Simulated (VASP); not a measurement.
Set up this calculation in VASP 6.6.1, as the native input.

| Quantity | Value |
| --- | --- |
| Task | single point |
| Functional | LDA |
| Potentials or basis | VASP PAW LDA potentials, release 64 (Li_sv, H, I, O) |
| Cutoff | 520 eV |
| k mesh | 3 × 4 × 3 |
| Occupations | gaussian, width 0.01 eV |
| Spin | no spin polarisation |
| Dipole correction | no |
| Further INCAR settings | ALGO = Normal; EDIFF = 1e-06; NBANDS = 29 |

The structure of LiH2IO lies in POSCAR:

```
LiH2IO
1.0
    6.4344990000      0.0000000000      0.0000000000
    0.0000000000      4.3970990000      0.0000000000
    0.0000000000      0.0000000000      5.6202520000
Li H I O
2 4 2 2
Direct
    0.5000000000      0.5000000000      0.0000000000
    0.0000000000      0.5000000000      0.0000000000
    0.7500000000      0.6754960000      0.3528280000
    0.7500000000      0.3245040000      0.3528280000
    0.2500000000      0.6754960000      0.6471720000
    0.2500000000      0.3245040000      0.6471720000
    0.7500000000      0.0000000000      0.7454540000
    0.2500000000      0.0000000000      0.2545460000
    0.7500000000      0.5000000000      0.2429640000
    0.2500000000      0.5000000000      0.7570360000
```

The input as run:

INCAR

```
ALGO = Normal ; EDIFF = 1E-6
ENCUT = 520 ; ISIF = 2
ISMEAR = 0 ; LASPH = True
LCHARG = False ; LREAL = False
LWAVE = False ; NBANDS = 29
NELM = 80 ; PREC = Accurate
SIGMA = 0.01
```

KPOINTS

```
k-points
0
Gamma
  3 4 3
```

Potentials or basis: VASP PAW LDA potentials, release 64 (Li_sv, H, I, O).

Command:

```bash
$ cat potpaw_LDA.64/Li_sv/POTCAR potpaw_LDA.64/H/POTCAR potpaw_LDA.64/I/POTCAR potpaw_LDA.64/O/POTCAR > POTCAR
$ mpirun -np 1 vasp_std > vasp.out
```

Results of the run:

```
Largest force          : 0.588 eV/Å
Band gap on the k mesh : 3.39 eV (least direct gap 3.54 eV)
```

Caveat: spin-orbit coupling is left out, which moves the levels of the heavy elements; an odd mesh through Γ misses points on the zone boundary, where band edges can lie.

Wall time 55 s on 1 thread of AMD EPYC 7R43 64-Core Processor (Zen 3), on a shared host, peak memory 0.2 GiB.
